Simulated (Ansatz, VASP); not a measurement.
**CsPbCl3: VASP beside Ansatz**

```
CELL_PARAMETERS angstrom
6.08897 0.00000 0.00000
0.00000 6.08897 0.00000
0.00000 0.00000 4.74940
ATOMIC_POSITIONS crystal
Cs 0.00000 0.00000 0.00000
Pb 0.50000 0.50000 0.50000
Cl 0.00000 0.50000 0.50000
Cl 0.50000 0.00000 0.50000
Cl 0.50000 0.50000 0.00000
```

Alike in both runs: task single point; functional PBEsol; k mesh 6 × 6 × 6; occupations gaussian, width 0.05 eV; no spin polarisation.

```csv
,VASP,Ansatz
version,VASP 6.6.1,Ansatz 0.2.0
potentials or method,"VASP PAW PBE potentials, release 64 (Cs_sv, Pb_d, Cl), cutoff 520 eV","scalar-relativistic, plane waves, PAW"
valence electrons in the cell,44,44
```

VASP gave:

```
gap on the k mesh at the Fermi level (eV)                     : 0.08
least direct gap on the mesh (eV)                             : 0.08
pressure (GPa)                                                : 4.3
traceless stress, the component that is largest in VASP (GPa) : 14.27
```

**Question.** What did Ansatz give for the same quantities?

**Answer.** gap on the k mesh at the Fermi level (eV): 0.08; least direct gap on the mesh (eV): 0.08; pressure (GPa): 4.4; traceless stress, the component that is largest in VASP (GPa): 14.28.

VASP's potentials were made for PBE, not for PBEsol.

Spin-orbit coupling is off throughout.
